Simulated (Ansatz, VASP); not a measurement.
## W in VASP and in Ansatz

Contents of INCAR:

```
SYSTEM = W
ALGO     = Fast           ! electronic algorithm
EDIFF    = 1E-7           ! SCF threshold, eV
ENCUT    = 520            ! plane-wave cutoff, eV
GGA      = PS             ! functional
ISIF     = 2              ! what is computed and relaxed
ISMEAR   = 0              ! smearing method
LASPH    = .TRUE.         ! aspherical terms in the spheres
LCHARG   = .FALSE.        ! write CHGCAR
LREAL    = .FALSE.        ! projectors in reciprocal space
LWAVE    = .FALSE.        ! write WAVECAR
NBANDS   = 21             ! bands
NELM     = 80             ! most SCF steps
PREC     = Accurate       ! precision mode
SIGMA    = 0.15           ! smearing width, eV
```

KPOINTS

```
k-points
0
G
  24 24 14
  0 0 0
```

POSCAR

```
W
1.0
   -1.5771801384      1.5771801384      1.5771801384
    1.5771801384     -1.5771801384      1.5771801384
    3.1543602768      3.1543602768      0.0000000000
W
2
Direct
    0.0000000000      0.0000000000      0.0168126035
    0.5000000000      0.5000000000      0.4831873965
```

Input for Ansatz:

```yaml
crystal:
  lattice:
    - [-1.5771801384, 1.5771801384, 1.5771801384]
    - [1.5771801384, -1.5771801384, 1.5771801384]
    - [3.1543602768, 3.1543602768, 0.0]
  atoms:
    - { symbol: W, position: [0.0, 0.0, 0.0168126035] }
    - { symbol: W, position: [0.5, 0.5, 0.4831873965] }
basis:
  ecutwfc: 420
kpoints:
  mp_grid: { grid: [24, 24, 14] }
hamiltonian:
  xc: pbesol
scf:
  occupations: { method: gaussian, width: 0.15 }
output:
  forces: true
  stress: true
  eigenvalues: true
```

Change from the starting cell: mode 6 (223.7 1/cm) frozen in, largest displacement +0.075 Å.

Alike in both runs: task single point; functional PBEsol; k mesh 24 × 24 × 14; occupations gaussian, width 0.15 eV; no spin polarisation.

|  | VASP | Ansatz |
| --- | --- | --- |
| version | VASP 6.6.1 | Ansatz 0.2.0 |
| potentials or method | VASP PAW PBE potentials, release 64 (W_sv), cutoff 520 eV | scalar-relativistic, plane waves, PAW |
| valence electrons in the cell | 28 | 28 |

Ansatz gave:

```
gap on the k mesh at the Fermi level (eV)                     : none
pressure (GPa)                                                : 3.5
traceless stress, the component that is largest in VASP (GPa) : -1.30
rms of the force components (eV/Å)                            : 1.446
```

Question: What did VASP give for the same quantities?

Answer: gap on the k mesh at the Fermi level (eV): none; pressure (GPa): 4.3; traceless stress, the component that is largest in VASP (GPa): -1.29; rms of the force components (eV/Å): 1.466.

VASP's potentials were made for PBE, not for PBEsol. Atom by atom the forces differ by 0.020 eV/Å (rms over components). A gap of «none» marks a metal or a gap that the smearing closes. With one functional, cell and mesh, what is left measures potentials, basis and numerics.

Spin-orbit coupling is off throughout.
